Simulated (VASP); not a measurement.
# Fe (Im-3m) in VASP: a series of runs

Runs on Fe. Level: r2SCAN. Tasks: single point.

Program: VASP 6.6.1. These are calculated values, not measurements. Logs are shortened: lines on timing, memory, paths and dates and some standing lists are left out, and cuts for length are marked.

## 1. The cell of the first run

Symmetry: Im-3m, No. 229, cubic system. The conventional cell has a = 2.907 Å, b = 2.907 Å, c = 2.907 Å, α = 90.00°, β = 90.00°, γ = 90.00°. Fe (site symmetry m-3m) has 14 Fe at 2.52 to 2.91 Å within 3.3 Å.

## 2. Single point, r2SCAN, collinear spin, ferromagnetic start (12.28 Å³/atom)

POSCAR reads:

```
Fe
1.0
   -1.4534319464      1.4534319464      1.4534319464
    1.4534319464     -1.4534319464      1.4534319464
    1.4534319464      1.4534319464     -1.4534319464
Fe
1
Direct
    0.0000000000      0.0000000000      0.0000000000
```

INCAR.step1 reads:

```
SYSTEM = Fe
ALGO     = Normal         ! electronic algorithm
EDIFF    = 1E-4           ! SCF threshold, eV
ENCUT    = 520            ! plane-wave cutoff, eV
GGA      = PE             ! functional
ISMEAR   = -1             ! smearing method
ISPIN    = 2              ! spin polarisation
LASPH    = .True.         ! aspherical terms in the spheres
LCHARG   = .False.        ! write CHGCAR
LMAXMIX  = 4              ! l up to which the mixer works
LREAL    = .False.        ! projectors in reciprocal space
LWAVE    = .True.         ! write WAVECAR
MAGMOM   = 2.804          ! initial moments
NBANDS   = 14             ! bands
NELM     = 150            ! most SCF steps
PREC     = Accurate       ! precision mode
SIGMA    = 0.05           ! smearing width, eV
```

INCAR.step2 reads:

```
SYSTEM = Fe
ALGO     = Normal         ! electronic algorithm
EDIFF    = 1E-7           ! SCF threshold, eV
ENCUT    = 520            ! plane-wave cutoff, eV
ISIF     = 2              ! what is computed and relaxed
ISMEAR   = -1             ! smearing method
ISPIN    = 2              ! spin polarisation
ISTART   = 1            
LASPH    = .True.         ! aspherical terms in the spheres
LCHARG   = .False.        ! write CHGCAR
LMAXMIX  = 4              ! l up to which the mixer works
LMIXTAU  = .True.       
LORBIT   = 11             ! projections on sites
LREAL    = .False.        ! projectors in reciprocal space
LWAVE    = .False.        ! write WAVECAR
MAGMOM   = 2.804          ! initial moments
METAGGA  = R2SCAN         ! meta-GGA
NBANDS   = 14             ! bands
NELM     = 150            ! most SCF steps
PREC     = Accurate       ! precision mode
SIGMA    = 0.05           ! smearing width, eV
```

KPOINTS reads:

```
k-points
0
Gamma
  25 25 25
  0 0 0
```

Potentials or basis: VASP PAW PBE potentials, release 64 (Fe).

The run is started by

```
cat potpaw_PBE.64/Fe/POTCAR > POTCAR
cp INCAR.step1 INCAR
mpirun -np 1 vasp_std > vasp.out
cp INCAR.step2 INCAR
mpirun -np 1 vasp_std > vasp.out
```

OUTCAR:

```text
SYSTEM = Fe
   EDIFF = 1E-7
   ENCUT = 520
   ISIF = 2
   ISMEAR = -1
   ISPIN = 2
   ISTART = 1
   LASPH = .True.
   LORBIT = 11
   LREAL = .False.
   METAGGA = R2SCAN
   NELM = 150
   PREC = Accurate

 ion  position               nearest neighbor table
   1  0.000  0.000  0.000-

  LATTYP: Found a body centered cubic cell.
 ALAT       =     2.9068638928

  Lattice vectors:

 A1 = (  -1.4534319464,   1.4534319464,   1.4534319464)
 A2 = (   1.4534319464,  -1.4534319464,   1.4534319464)
 A3 = (   1.4534319464,   1.4534319464,  -1.4534319464)

Analysis of symmetry for initial positions (statically):
=====================================================================
 Subroutine PRICEL returns:
 Original cell was already a primitive cell.

 Routine SETGRP: Setting up the symmetry group for a
 body centered cubic supercell.

 Subroutine GETGRP returns: Found 48 space group operations
 (whereof 48 operations were pure point group operations)
 out of a pool of 48 trial point group operations.

The static configuration has the point symmetry O_h .

Analysis of symmetry for dynamics (positions and initial velocities):
=====================================================================
 Subroutine PRICEL returns:
 Original cell was already a primitive cell.

 Routine SETGRP: Setting up the symmetry group for a
 body centered cubic supercell.

 Subroutine GETGRP returns: Found 48 space group operations
 (whereof 48 operations were pure point group operations)
 out of a pool of 48 trial point group operations.

The dynamic configuration has the point symmetry O_h .

Analysis of structural, dynamic, and magnetic symmetry:
=====================================================================
 Subroutine PRICEL returns:
 Original cell was already a primitive cell.

 Routine SETGRP: Setting up the symmetry group for a
 body centered cubic supercell.

 Subroutine GETGRP returns: Found 48 space group operations
 (whereof 48 operations were pure point group operations)
 out of a pool of 48 trial point group operations.

The overall configuration has the point symmetry O_h .

 Subroutine INISYM returns: Found 48 space group operations
 (whereof 48 operations are pure point group operations),
 and found     1 'primitive' translations

----------------------------------------------------------------------------------------

                                     Primitive cell

  volume of cell :      12.2813

  direct lattice vectors                    reciprocal lattice vectors
    -1.453431946  1.453431946  1.453431946     0.000000000  0.344013355  0.344013355
     1.453431946 -1.453431946  1.453431946     0.344013355  0.000000000  0.344013355
     1.453431946  1.453431946 -1.453431946     0.344013355  0.344013355  0.000000000

  length of vectors
     2.517417977  2.517417977  2.517417977     0.486508352  0.486508352  0.486508352

  position of ions in fractional coordinates (direct lattice)
     0.000000000  0.000000000  0.000000000

  ion indices of the primitive-cell ions
   primitive index   ion index
                 1           1

----------------------------------------------------------------------------------------

 KPOINTS: k-points

Automatic generation of k-mesh.
 Grid dimensions read from file:
 generate k-points for:   25   25   25

 Generating k-lattice:

  Cartesian coordinates                     Fractional coordinates (reciprocal lattice)
     0.000000000  0.013760534  0.013760534     0.040000000  0.000000000  0.000000000
     0.013760534  0.000000000  0.013760534     0.000000000  0.040000000  0.000000000
     0.013760534  0.013760534  0.000000000     0.000000000  0.000000000  0.040000000

  Length of vectors
     0.019460334  0.019460334  0.019460334

  Shift w.r.t. Gamma in fractional coordinates (k-lattice)
     0.000000000  0.000000000  0.000000000

 Subroutine IBZKPT returns following result:
 ===========================================

 Found    455 irreducible k-points:

 Following reciprocal coordinates:
            Coordinates               Weight
  0.000000  0.000000  0.000000      1.000000
  0.040000  0.000000  0.000000     12.000000
  0.080000  0.000000  0.000000     12.000000
  0.120000  0.000000  0.000000     12.000000
  0.160000  0.000000  0.000000     12.000000
  0.200000  0.000000  0.000000     12.000000
[... 16 lines left out ...]
  0.400000  0.040000  0.000000     48.000000
  0.440000  0.040000  0.000000     48.000000
 [... further k-points ...]
   k-points           NKPTS =    455   k-points in BZ     NKDIM =    455   number of bands    NBANDS=     14
   number of dos      NEDOS =    301   number of ions     NIONS =      1
   total plane-waves  NPLWV =   8000
   dimension x,y,z NGX =    20 NGY =   20 NGZ =   20
   dimension x,y,z NGXF=    40 NGYF=   40 NGZF=   40
   ions per type =               1
   NGX,Y,Z   is equivalent  to a cutoff of  13.21, 13.21, 13.21 a.u.
   NGXF,Y,Z  is equivalent  to a cutoff of  26.42, 26.42, 26.42 a.u.
 SYSTEM =  Fe
   PREC   = accura    normal or accurate (medium, high low for compatibility)
   ISTART =      1    job   : 0-new  1-cont  2-samecut
   ICHARG =      0    charge: 1-file 2-atom 10-const
   ISPIN  =      2    spin polarized calculation?
   LNONCOLLINEAR =      F non collinear calculations
   LSORBIT =      F    spin-orbit coupling
   LASPH  =      T    aspherical Exc in radial PAW
   ENCUT  =  520.0 eV  38.22 Ry    6.18 a.u.   4.68  4.68  4.68*2*pi/ulx,y,z
   NELM   =    150;   NELMIN=  2; NELMDL=  0     # of ELM steps
   EDIFF  = 0.1E-06   stopping-criterion for ELM
   LREAL  =      F    real-space projection
   EDIFFG = 0.1E-05   stopping-criterion for IOM
   NSW    =      0    number of steps for IOM
   IBRION =     -1    ionic relax: 0-MD 1-quasi-New 2-CG
   NFREE  =      0    steps in history (QN), initial steepest desc. (CG)
   ISIF   =      2    stress and relaxation
   ISYM   =      2    0-nonsym 1-usesym 2-fastsym
   POTIM  = 0.5000    time-step for ionic-motion
   TEBEG  =    0.0;   TEEND  =   0.0 temperature during run
   PSTRESS=    0.0 pullay stress
   NELECT =       8.0000    total number of electrons
   NUPDOWN=      -1.0000    fix difference up-down
   EMIN   =  10.00;   EMAX   =-10.00  energy-range for DOS
   EFERMI =   0.00;   METHOD = LEGACY
   ISMEAR =    -1;   SIGMA  =   0.05  broadening in eV -4-tet -1-fermi 0-gaus
   EFERMI_NEDOS =   21; number of points for ismear=-14 and -15
   IALGO  =     38    algorithm
   IMIX   =      4    mixing-type and parameters
     AMIX     =   0.40;   BMIX     =  1.00
     AMIX_MAG =   1.60;   BMIX_MAG =  1.00
  volume/ion in A,a.u.               =      12.28        82.88
  Fermi-wavevector in a.u.,A,eV,Ry     =   1.419134  2.681775 27.401342  2.013942
  Thomas-Fermi vector in A             =   2.540187
   LORBIT       =     11    0 simple, 1 ext, 2 COOP (PROOUT), +10 PAW based schemes
   METAGGA = R2SCAN    functional components
   LHFCALC =     F    Hartree Fock is set to
   AEXX    =    0.0000 exact exchange contribution
   IVDW    =     0    specifies the selected vdW correction
   LEPSILON=     F    determine dielectric tensor
   LRPA    =     F    only Hartree local field effects (RPA)
 spin polarized calculation
  energy-cutoff  :      520.00
  volume of cell :       12.28
 maximum number of plane-waves:       350
   NGX =  9   NGY =  9   NGZ =  9

 number of electron       7.9999994 magnetization       2.6893988

 Free energy of the ion-electron system (eV)
  ---------------------------------------------------
  ext. energy  EPLUGINS =         0.00000000
  ---------------------------------------------------
  free energy    TOTEN  =       -14.34904898 eV

  energy without entropy =      -14.34236517  energy(sigma->0) =      -14.34570708

 E-fermi :   5.1518     XC(G=0): -13.7576

 val. band max:        5.1498485316   @ k =   0.2800   0.0800   0.0800
 cond. band min:       5.1546199776   @ k =   0.1200   0.0400   0.0400
 fundamental gap:      0.0047714460
 Fermi energy:         5.1517995862

 spin component 1

 k-point     1 :       0.0000    0.0000    0.0000
  band No.  band energies     occupation
      1      -3.1750      1.00000
      2       2.0412      1.00000
      3       2.0412      1.00000
      4       2.0412      1.00000
      5       3.1549      1.00000
      6       3.1549      1.00000
      7      30.2812      0.00000
      8      30.2812      0.00000
      9      30.2812      0.00000
     10      34.8518      0.00000
     11      34.8518      0.00000
     12      36.2985      0.00000
     13      36.2986      0.00000
     14      36.2986      0.00000

 k-point     2 :       0.0400    0.0000    0.0000
  band No.  band energies     occupation
      1      -3.1104      1.00000
      2       2.0259      1.00000
      3       2.0413      1.00000
      4       2.0731      1.00000
      5       3.1393      1.00000
      6       3.1560      1.00000
      7      29.7278      0.00000
      8      30.1681      0.00000
      9      30.1891      0.00000
     10      34.4227      0.00000
[... 362 lines left out ...]
 k-point    24 :       0.4400    0.0400    0.0000
  band No.  band energies     occupation
      1      -0.0655      1.00000
      2       1.1419      1.00000
      3       3.1698      1.00000
      4       3.2547      1.00000
      5       4.2004      1.00000
      6       5.5769      0.00020
      7      12.0113      0.00000
      8      23.1853      0.00000
      9      24.4383      0.00000
     10      28.2624      0.00000
     11      31.8426      0.00000
     12      38.9751      0.00000
     13      42.5591      0.00000
     14      45.3839      0.00000

 [... further k-points ...]

 spin component 2

 k-point     1 :       0.0000    0.0000    0.0000
  band No.  band energies     occupation
      1      -3.8107      1.00000
      2       5.5208      0.00062
      3       5.5209      0.00062
      4       5.5209      0.00062
      5       7.6390      0.00000
      6       7.6390      0.00000
      7      29.9162      0.00000
      8      29.9163      0.00000
      9      29.9163      0.00000
     10      35.4455      0.00000
     11      35.4455      0.00000
     12      38.0473      0.00000
     13      38.0473      0.00000
     14      38.0475      0.00000

 k-point     2 :       0.0400    0.0000    0.0000
  band No.  band energies     occupation
      1      -3.7438      1.00000
      2       5.4979      0.00099
      3       5.5152      0.00070
      4       5.5582      0.00030
      5       7.6132      0.00000
      6       7.6404      0.00000
      7      29.4848      0.00000
      8      29.8342      0.00000
      9      29.8805      0.00000
     10      35.2121      0.00000
[... 362 lines left out ...]
 k-point    24 :       0.4400    0.0400    0.0000
  band No.  band energies     occupation
      1       1.7373      1.00000
      2       4.2034      1.00000
      3       4.9236      0.98968
      4       7.4495      0.00000
      5       7.9270      0.00000
      6       8.4097      0.00000
      7      14.1530      0.00000
      8      23.2858      0.00000
      9      25.7511      0.00000
     10      29.1550      0.00000
     11      33.2806      0.00000
     12      39.6566      0.00000
     13      43.7809      0.00000
     14      47.2265      0.00000

 [... further k-points ...]

------------------------ aborting loop because EDIFF is reached ----------------------------------------

  FORCE on cell =-STRESS in cart. coord.  units (eV):
  Direction    XX          YY          ZZ          XY          YZ          ZX
  --------------------------------------------------------------------------------------
  -------------------------------------------------------------------------------------
  Total       -0.5511266     -0.5511266     -0.5511266      0.0000000      0.0000000      0.0000000
  in kB      -71.8981786    -71.8981786    -71.8981786      0.0000000      0.0000000      0.0000000
  external PRESSURE =     -71.8981786 kB  Pullay stress =       0.0000000 kB

 VOLUME and BASIS-vectors are now :
 -----------------------------------------------------------------------------
  energy-cutoff  :      520.00
  volume of cell :       12.28
      direct lattice vectors                 reciprocal lattice vectors
    -1.453431946  1.453431946  1.453431946     0.000000000  0.344013355  0.344013355
     1.453431946 -1.453431946  1.453431946     0.344013355  0.000000000  0.344013355
     1.453431946  1.453431946 -1.453431946     0.344013355  0.344013355  0.000000000

 POSITION                                       TOTAL-FORCE (eV/Angst)
 -----------------------------------------------------------------------------------
      0.00000      0.00000      0.00000        -0.000000      0.000000     -0.000000
 -----------------------------------------------------------------------------------
    total drift:                                0.000000     -0.000000      0.000000

  FREE ENERGIE OF THE ION-ELECTRON SYSTEM (eV)
  ---------------------------------------------------
  free  energy   TOTEN  =       -14.3490489842 eV

  energy  without entropy=      -14.3423651692  energy(sigma->0) =      -14.34570708

 total charge

# of ion       s       p       d       tot
------------------------------------------
    1        0.462   0.517   6.136   7.116

 magnetization (x)

# of ion       s       p       d       tot
------------------------------------------
    1       -0.011  -0.114   2.898   2.773
```

Run time: 9.2 min. Hardware: 1 thread of Intel Xeon Platinum 8259CL at 2.50GHz (Skylake/Cascade Lake), shared host; peak memory 0.24 GiB.

Results:

| Quantity | Value |
| --- | --- |
| Free energy | -14.3490 eV |
| Pressure | -7.2 GPa |
| Net moment | 2.69 μB per cell |
| Site moments | Fe +2.77 μB |
| Valence electrons inside the program's atomic spheres | Fe 7.12 |

Caveat: the cell stands under tension; the PAW data sets were made with another functional, which shifts forces and pressure a little.

## 3. Single point, r2SCAN, collinear spin, ferromagnetic start (12.75 Å³/atom)

This run uses another cell than the first one, of 12.75 Å³/atom.

POSCAR reads:

```
Fe
1.0
   -1.4718317725      1.4718317725      1.4718317725
    1.4718317725     -1.4718317725      1.4718317725
    1.4718317725      1.4718317725     -1.4718317725
Fe
1
Direct
    0.0000000000      0.0000000000      0.0000000000
```

INCAR.step1 reads:

```
SYSTEM = Fe
PREC     = Accurate       ! precision mode
ENCUT    = 520            ! plane-wave cutoff, eV
ISMEAR   = -1             ! smearing method
SIGMA    = 0.05           ! smearing width, eV
LREAL    = .FALSE.        ! projectors in reciprocal space
LASPH    = .TRUE.         ! aspherical terms in the spheres
NELM     = 150            ! most SCF steps
ISPIN    = 2              ! spin polarisation
MAGMOM   = 2.804          ! initial moments
LMAXMIX  = 4              ! l up to which the mixer works
NBANDS   = 14             ! bands
GGA      = PE             ! functional
ALGO     = Normal         ! electronic algorithm
EDIFF    = 1E-4           ! SCF threshold, eV
LWAVE    = .TRUE.         ! write WAVECAR
LCHARG   = .FALSE.        ! write CHGCAR
```

INCAR.step2 reads:

```
SYSTEM = Fe
PREC     = Accurate       ! precision mode
ENCUT    = 520            ! plane-wave cutoff, eV
EDIFF    = 1E-6           ! SCF threshold, eV
ISMEAR   = -1             ! smearing method
SIGMA    = 0.05           ! smearing width, eV
LREAL    = .FALSE.        ! projectors in reciprocal space
LASPH    = .TRUE.         ! aspherical terms in the spheres
NELM     = 150            ! most SCF steps
ALGO     = Normal         ! electronic algorithm
ISIF     = 2              ! what is computed and relaxed
LWAVE    = .FALSE.        ! write WAVECAR
LCHARG   = .FALSE.        ! write CHGCAR
ISPIN    = 2              ! spin polarisation
MAGMOM   = 2.804          ! initial moments
LORBIT   = 11             ! projections on sites
LMAXMIX  = 4              ! l up to which the mixer works
METAGGA  = R2SCAN         ! meta-GGA
LMIXTAU  = .TRUE.       
NBANDS   = 14             ! bands
ISTART   = 1
```

KPOINTS reads:

```
Automatic mesh
0
G
  25 25 25
  0 0 0
```

Potentials or basis: VASP PAW PBE potentials, release 64 (Fe).

The run is started by

```
cat potpaw_PBE.64/Fe/POTCAR > POTCAR
cp INCAR.step1 INCAR
mpirun -np 1 vasp_std > vasp.out
cp INCAR.step2 INCAR
mpirun -np 1 vasp_std > vasp.out
```

Run time: 8.7 min. Hardware: 1 thread of Intel Xeon Platinum 8259CL at 2.50GHz (Skylake/Cascade Lake), shared host; peak memory 0.24 GiB.

The run converged. Its results:

- Free energy: -14.3210 eV
- Pressure: -11.7 GPa
- Net moment: 2.74 μB per cell
- Site moments: Fe +2.84 μB
- Valence electrons inside the program's atomic spheres: Fe 7.05

Levels at points of the mesh, in eV from the Fermi level:
Spin up:
| k point | band 3 | band 4 | band 5 | band 6 | band 7 | band 8 |
| --- | --- | --- | --- | --- | --- | --- |
| (0.00, 0.00, 0.00) | -3.17 | -3.17 | -2.12 | -2.12 | 24.67 | 24.67 |
Spin down:
| k point | band 1 | band 2 | band 3 | band 4 | band 5 | band 6 | band 7 |
| --- | --- | --- | --- | --- | --- | --- | --- |
| (0.00, 0.00, 0.00) | -8.82 | 0.39 | 0.39 | 0.39 | 2.42 | 2.42 | 24.31 |

Caveat: the cell stands under tension; the PAW data sets were made with another functional, which shifts forces and pressure a little.
